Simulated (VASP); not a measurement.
A run of VASP 6.6.1 is set up as follows.

INCAR

```
SYSTEM = Pd
PREC     = Accurate       ! precision mode
ENCUT    = 520            ! plane-wave cutoff, eV
EDIFF    = 1E-6           ! SCF threshold, eV
ISMEAR   = 0              ! smearing method
SIGMA    = 0.1            ! smearing width, eV
LREAL    = .False.        ! projectors in reciprocal space
LASPH    = .True.         ! aspherical terms in the spheres
NELM     = 80             ! most SCF steps
ALGO     = Fast           ! electronic algorithm
ISIF     = 2              ! what is computed and relaxed
LWAVE    = .False.        ! write WAVECAR
LCHARG   = .True.         ! write CHGCAR
GGA      = PE             ! functional
LELF     = .True.         ! ELF
LVHAR    = .True.       
NBANDS   = 11             ! bands
```

KPOINTS

```
Automatic mesh
0
Gamma
  12 12 12
  0 0 0
```

Contents of POSCAR:

```
Pd
1.0
    2.7232705800      0.0000000000      0.0000000000
   -0.9077568598      2.5675241256      0.0000000000
   -0.9077568598     -1.2837620624      2.2235411178
Pd
1
Direct
    0.0000000000      0.0000000000      0.0000000000
```

Potentials or basis: VASP PAW PBE potentials, release 64 (Pd).

The run is started by

```console
$ cat potpaw_PBE.64/Pd/POTCAR > POTCAR
$ mpirun -np 1 vasp_std > vasp.out
```

**Question.** Estimate the band gap on the k mesh.

**Answer.** Zero (band 5 reaches 9.47 eV, above the bottom of band 6 at 7.93 eV).

**Question.** What does it give for the pressure?

**Answer.** -1.4 GPa.
